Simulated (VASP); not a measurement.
# Ga (P1) in VASP: single point with PBE

Aim: the single point of Ga with PBE.

Program: VASP 6.6.1. These are calculated values, not measurements. Logs are shortened: lines on timing, memory, paths and dates and some standing lists are left out, and cuts for length are marked.

### Step 1. The cell of the first run

The typed cell holds 4 atoms: a = 2.785 Å, b = 5.346 Å, c = 5.444 Å, α = 71.94°, β = 93.35°, γ = 95.76°.

### Step 2. Single point, PBE

Input file INCAR:

```
SYSTEM = Ga
PREC = Accurate ; ENCUT = 520
EDIFF = 1E-6 ; ISMEAR = 0
SIGMA = 0.2 ; LREAL = .False.
LASPH = .True. ; NELM = 80
ALGO = Fast ; ISIF = 2
LWAVE = .False. ; LCHARG = .False.
GGA = PE ; NBANDS = 34
```

Input file KPOINTS:

```
regular mesh
0
Gamma
  8 4 4
  0 0 0
```

Input file POSCAR:

```
Ga
1.0
    2.7811160048     -0.1349271984     -0.0672885819
   -0.2610396523      5.2741911092      0.8320809666
   -0.1467184928      0.8558258447      5.3744058222
Ga
4
Direct
    0.1600537443     -0.0830046831      0.0086247629
   -0.6547859765      0.0826456737      0.4913449815
    0.6475486924      0.4184735376      0.0077287710
   -0.1528164601      0.5818854720      0.4923014847
```

Potentials or basis: VASP PAW PBE potentials, release 64 (Ga_d).

The run is started by

```bash
$ cat potpaw_PBE.64/Ga_d/POTCAR > POTCAR
$ mpirun -np 1 vasp_std > vasp.out
```

OUTCAR:

```text
SYSTEM = Ga
   PREC = Accurate
   ENCUT = 520
   EDIFF = 1E-6
   ISMEAR = 0
   LREAL = .False.
   LASPH = .True.
   NELM = 80
   ISIF = 2
   GGA = PE

 ion  position               nearest neighbor table
   1  0.160  0.917  0.009-   2 2.74   4 2.82   3 2.88   3 2.90
   2  0.345  0.083  0.491-   1 2.74   3 2.81   4 2.89   4 2.89
   3  0.648  0.418  0.008-   4 2.74   2 2.81   1 2.88   1 2.90
   4  0.847  0.582  0.492-   3 2.74   1 2.82   2 2.89   2 2.89

  LATTYP: Found a triclinic cell.
 ALAT       =     6.2582620931
 B/A-ratio  =     1.6837391147
 C/A-ratio  =     0.4450436897
 COS(alpha) =     0.0094281016
 COS(beta)  =     0.4958254156
 COS(gamma) =     0.7662298262

  Lattice vectors:

 A1 = (   2.9278344976,  -0.9907530431,  -5.4416944041)
 A2 = (   0.0323973333,   3.5625394198,  -9.9167306778)
 A3 = (   2.7811160048,  -0.1349271984,  -0.0672885819)

Analysis of symmetry for initial positions (statically):
=====================================================================
 Subroutine PRICEL returns:
 Original cell was already a primitive cell.

 Routine SETGRP: Setting up the symmetry group for a
 triclinic supercell.

 Subroutine GETGRP returns: Found  1 space group operations
 (whereof  1 operations were pure point group operations)
 out of a pool of  2 trial point group operations.

The static configuration has the point symmetry C_1 .

Analysis of symmetry for dynamics (positions and initial velocities):
=====================================================================
 Subroutine PRICEL returns:
 Original cell was already a primitive cell.

 Routine SETGRP: Setting up the symmetry group for a
 triclinic supercell.

 Subroutine GETGRP returns: Found  1 space group operations
 (whereof  1 operations were pure point group operations)
 out of a pool of  2 trial point group operations.

The dynamic configuration has the point symmetry C_1 .

 Subroutine INISYM returns: Found  1 space group operations
 (whereof  1 operations are pure point group operations),
 and found     1 'primitive' translations

----------------------------------------------------------------------------------------

                                     Primitive cell

  volume of cell :      76.6422

  direct lattice vectors                    reciprocal lattice vectors
     2.781116005 -0.134927198 -0.067288582     0.360552439  0.016712093  0.007181644
    -0.261039652  5.274191109  0.832080967     0.008710167  0.194892322 -0.030797068
    -0.146718493  0.855825845  5.374405822     0.003165652 -0.029964551  0.190925087

  length of vectors
     2.785200053  5.345801370  5.444097917     0.361010985  0.197502769  0.193288087

  position of ions in fractional coordinates (direct lattice)
     0.160053744  0.916995317  0.008624763
     0.345214023  0.082645674  0.491344981
     0.647548692  0.418473538  0.007728771
     0.847183540  0.581885472  0.492301485

  ion indices of the primitive-cell ions
   primitive index   ion index
                 1           1
                 2           2
                 3           3
                 4           4

----------------------------------------------------------------------------------------

 KPOINTS: regular mesh

Automatic generation of k-mesh.
 Grid dimensions read from file:
 generate k-points for:    8    4    4

 Generating k-lattice:

  Cartesian coordinates                     Fractional coordinates (reciprocal lattice)
     0.045069055  0.002089012  0.000897705     0.125000000  0.000000000  0.000000000
     0.002177542  0.048723081 -0.007699267     0.000000000  0.250000000 -0.000000000
     0.000791413 -0.007491138  0.047731272    -0.000000000  0.000000000  0.250000000

  Length of vectors
     0.045126373  0.049375692  0.048322022

  Shift w.r.t. Gamma in fractional coordinates (k-lattice)
     0.000000000  0.000000000  0.000000000

 Subroutine IBZKPT returns following result:
 ===========================================

 Found     68 irreducible k-points:

 Following reciprocal coordinates:
            Coordinates               Weight
  0.000000  0.000000  0.000000      1.000000
  0.125000  0.000000  0.000000      2.000000
  0.250000  0.000000  0.000000      2.000000
  0.375000 -0.000000  0.000000      2.000000
  0.500000  0.000000  0.000000      1.000000
 -0.000000  0.250000  0.000000      2.000000
[... 16 lines left out ...]
  0.500000  0.000000  0.250000      2.000000
 -0.375000  0.000000  0.250000      2.000000
 [... further k-points ...]
   k-points           NKPTS =     68   k-points in BZ     NKDIM =     68   number of bands    NBANDS=     34
   number of dos      NEDOS =    301   number of ions     NIONS =      4
   total plane-waves  NPLWV =  38400
   dimension x,y,z NGX =    24 NGY =   40 NGZ =   40
   dimension x,y,z NGXF=    48 NGYF=   80 NGZF=   80
   ions per type =               4
   NGX,Y,Z   is equivalent  to a cutoff of  14.33, 12.44, 12.21 a.u.
   NGXF,Y,Z  is equivalent  to a cutoff of  28.65, 24.88, 24.43 a.u.
 SYSTEM =  Ga
   PREC   = accura    normal or accurate (medium, high low for compatibility)
   ISTART =      0    job   : 0-new  1-cont  2-samecut
   ICHARG =      2    charge: 1-file 2-atom 10-const
   ISPIN  =      1    spin polarized calculation?
   LNONCOLLINEAR =      F non collinear calculations
   LSORBIT =      F    spin-orbit coupling
   LASPH  =      T    aspherical Exc in radial PAW
   ENCUT  =  520.0 eV  38.22 Ry    6.18 a.u.   5.18  9.94 10.12*2*pi/ulx,y,z
   NELM   =     80;   NELMIN=  2; NELMDL= -5     # of ELM steps
   EDIFF  = 0.1E-05   stopping-criterion for ELM
   LREAL  =      F    real-space projection
   EDIFFG = 0.1E-04   stopping-criterion for IOM
   NSW    =      0    number of steps for IOM
   IBRION =     -1    ionic relax: 0-MD 1-quasi-New 2-CG
   NFREE  =      0    steps in history (QN), initial steepest desc. (CG)
   ISIF   =      2    stress and relaxation
   ISYM   =      2    0-nonsym 1-usesym 2-fastsym
   POTIM  = 0.5000    time-step for ionic-motion
   TEBEG  =    0.0;   TEEND  =   0.0 temperature during run
   PSTRESS=    0.0 pullay stress
   NELECT =      52.0000    total number of electrons
   NUPDOWN=      -1.0000    fix difference up-down
   EMIN   =  10.00;   EMAX   =-10.00  energy-range for DOS
   EFERMI =   0.00;   METHOD = LEGACY
   ISMEAR =     0;   SIGMA  =   0.20  broadening in eV -4-tet -1-fermi 0-gaus
   EFERMI_NEDOS =   21; number of points for ismear=-14 and -15
   IALGO  =     68    algorithm
   IMIX   =      4    mixing-type and parameters
     AMIX     =   0.40;   BMIX     =  1.00
     AMIX_MAG =   1.60;   BMIX_MAG =  1.00
  volume/ion in A,a.u.               =      19.16       129.30
  Fermi-wavevector in a.u.,A,eV,Ry     =   1.438534  2.718434 28.155606  2.069379
  Thomas-Fermi vector in A             =   2.557490
   LORBIT       =      0    0 simple, 1 ext, 2 COOP (PROOUT), +10 PAW based schemes
   GGA     = PE    functional components
   LHFCALC =     F    Hartree Fock is set to
   AEXX    =    0.0000 exact exchange contribution
   IVDW    =     0    specifies the selected vdW correction
   LEPSILON=     F    determine dielectric tensor
   LRPA    =     F    only Hartree local field effects (RPA)
 non-spin polarized calculation
 RMM-DIIS sequential band-by-band and
 Gauss-broadening in eV      SIGMA  =   0.20
  energy-cutoff  :      520.00
  volume of cell :       76.64
 maximum number of plane-waves:      2081
 NGX is ok and might be reduce to    24
   NGX = 11   NGY = 19   NGZ = 21

 number of electron      51.9999991 magnetization

 Free energy of the ion-electron system (eV)
  ---------------------------------------------------
  ext. energy  EPLUGINS =         0.00000000
  ---------------------------------------------------
  free energy    TOTEN  =       -11.67767077 eV

  energy without entropy =      -11.66022013  energy(sigma->0) =      -11.66894545

 E-fermi :   5.3041     XC(G=0): -10.9098

 val. band max:        5.2878046710   @ k =   0.1250  -0.0000   0.2500
 cond. band min:       5.4358660081   @ k =  -0.2500  -0.0000   0.2500
 fundamental gap:      0.1480613371
 Fermi energy:         5.3041265101

 k-point     1 :       0.0000    0.0000    0.0000
  band No.  band energies     occupation
      1      -9.7237      2.00000
      2      -9.7068      2.00000
      3      -9.6872      2.00000
      4      -9.6394      2.00000
      5      -9.6324      2.00000
      6      -9.6147      2.00000
[... 26 lines left out ...]
     33      15.7815      0.00000
     34      15.8569      0.00000

 k-point     2 :       0.1250    0.0000    0.0000
  band No.  band energies     occupation
      1      -9.6836      2.00000
      2      -9.6787      2.00000
      3      -9.6296      2.00000
      4      -9.6075      2.00000
      5      -9.6051      2.00000
      6      -9.5993      2.00000
[... 26 lines left out ...]
     33      15.0545      0.00000
     34      15.7735      0.00000

 k-point     3 :       0.2500    0.0000    0.0000
  band No.  band energies     occupation
      1      -9.6492      2.00000
      2      -9.6095      2.00000
      3      -9.5760      2.00000
      4      -9.5690      2.00000
      5      -9.5551      2.00000
      6      -9.5490      2.00000
[... 26 lines left out ...]
     33      11.9093      0.00000
     34      13.3717      0.00000

 k-point     4 :       0.3750   -0.0000    0.0000
  band No.  band energies     occupation
      1      -9.6283      2.00000
      2      -9.6087      2.00000
      3      -9.6063      2.00000
      4      -9.6038      2.00000
      5      -9.5706      2.00000
      6      -9.5504      2.00000
[... 26 lines left out ...]
     33      10.2210      0.00000
     34      12.0395      0.00000

 k-point     5 :       0.5000    0.0000    0.0000
  band No.  band energies     occupation
      1      -9.6332      2.00000
      2      -9.6315      2.00000
      3      -9.6188      2.00000
      4      -9.6170      2.00000
      5      -9.5700      2.00000
      6      -9.5665      2.00000
[... 621 lines left out ...]
 k-point    22 :       0.3750   -0.0000    0.2500
  band No.  band energies     occupation
      1      -9.6582      2.00000
      2      -9.6187      2.00000
      3      -9.6110      2.00000
      4      -9.5739      2.00000
      5      -9.5600      2.00000
      6      -9.5488      2.00000
[... 26 lines left out ...]
     33      10.8457      0.00000
     34      11.3616      0.00000

 k-point    23 :       0.5000    0.0000    0.2500
  band No.  band energies     occupation
      1      -9.6539      2.00000
      2      -9.6420      2.00000
      3      -9.6063      2.00000
      4      -9.5803      2.00000
      5      -9.5766      2.00000
      6      -9.5679      2.00000
[... 26 lines left out ...]
     33       8.9113      0.00000
     34      10.7696      0.00000

 k-point    24 :      -0.3750    0.0000    0.2500
  band No.  band energies     occupation
      1      -9.6453      2.00000
      2      -9.6140      2.00000
      3      -9.6049      2.00000
      4      -9.5691      2.00000
      5      -9.5591      2.00000
      6      -9.5550      2.00000
[... 26 lines left out ...]
     33       9.6519      0.00000
     34      13.2104      0.00000

 [... further k-points ...]
[... 5 lines left out ...]
  --------------------------------------------------------------------------------------
  -------------------------------------------------------------------------------------
  Total       -0.0484800     -0.0634216     -0.0791259     -0.0422991      0.0476509     -0.0050520
  in kB       -1.0134568     -1.3258066     -1.6540988     -0.8842483      0.9961246     -0.1056105
  external PRESSURE =      -1.3311208 kB  Pullay stress =       0.0000000 kB

 VOLUME and BASIS-vectors are now :
 -----------------------------------------------------------------------------
  energy-cutoff  :      520.00
  volume of cell :       76.64
      direct lattice vectors                 reciprocal lattice vectors
     2.781116005 -0.134927198 -0.067288582     0.360552439  0.016712093  0.007181644
    -0.261039652  5.274191109  0.832080967     0.008710167  0.194892322 -0.030797068
    -0.146718493  0.855825845  5.374405822     0.003165652 -0.029964551  0.190925087

 POSITION                                       TOTAL-FORCE (eV/Angst)
 -----------------------------------------------------------------------------------
      0.20449      4.82219      0.79860        -0.000643     -0.000870     -0.011666
      0.86642      0.80982      2.68623        -0.004684     -0.005351      0.016220
      1.69054      2.12635      0.34617         0.005238      0.006148     -0.013600
      2.13199      3.37599      3.07300         0.000088      0.000073      0.009046
 -----------------------------------------------------------------------------------
    total drift:                               -0.000357     -0.000324     -0.000103

  FREE ENERGIE OF THE ION-ELECTRON SYSTEM (eV)
  ---------------------------------------------------
  free  energy   TOTEN  =       -11.6776707733 eV

  energy  without entropy=      -11.6602201252  energy(sigma->0) =      -11.66894545
```

Wall time 2.3 min (1 thread of AMD EPYC 7R13 (Zen 3), shared host); peak memory 0.23 GiB.

Results:

```
Free energy            : -11.6777 eV
Pressure               : -0.1 GPa
Largest force          : 0.018 eV/Å
Band gap on the k mesh : zero (bands 26 and 27 overlap by 4.09 eV)
```

Forces in eV/Å, atoms in the order of the input:
```
Ga  -0.001 -0.001 -0.012
Ga  -0.005 -0.005  0.016
Ga   0.005  0.006 -0.014
Ga   0.000  0.000  0.009
```

Levels at points of the mesh, in eV from the Fermi level:
| k point | band 22 | band 23 | band 24 | band 25 | band 26 | band 27 | band 28 | band 29 | band 30 | band 31 |
| --- | --- | --- | --- | --- | --- | --- | --- | --- | --- | --- |
| (0.00, 0.00, 0.00) | -5.78 | -5.26 | -4.86 | -4.15 | -2.55 | -2.23 | 3.97 | 5.45 | 8.42 | 9.36 |
| (0.50, 0.00, 0.00) | -5.85 | -1.07 | -1.05 | -0.79 | -0.78 | -0.30 | -0.29 | 1.35 | 1.41 | 2.28 |
| (0.00, 0.50, 0.00) | -9.40 | -5.55 | -5.55 | -1.50 | -1.49 | 2.67 | 2.68 | 3.34 | 3.35 | 9.29 |
| (0.50, 0.50, 0.00) | -4.05 | -3.96 | -3.77 | -1.62 | -1.13 | -0.23 | 0.30 | 1.96 | 3.05 | 4.43 |
| (0.00, 0.00, 0.50) | -9.23 | -5.86 | -4.48 | -1.88 | -1.61 | 1.93 | 2.13 | 2.49 | 4.85 | 8.88 |
| (0.50, 0.00, 0.50) | -4.70 | -4.28 | -4.25 | -1.30 | -1.30 | 1.10 | 1.15 | 2.53 | 2.60 | 3.91 |
| (0.00, 0.50, 0.50) | -8.88 | -7.06 | -7.04 | 1.00 | 1.00 | 1.59 | 1.60 | 6.00 | 6.01 | 6.21 |
| (0.50, 0.50, 0.50) | -4.46 | -3.32 | -3.15 | -2.20 | -2.08 | -1.97 | -1.26 | 3.86 | 4.86 | 5.15 |

The gap in the log of VASP goes by the Fermi energy; the results here count the filled bands.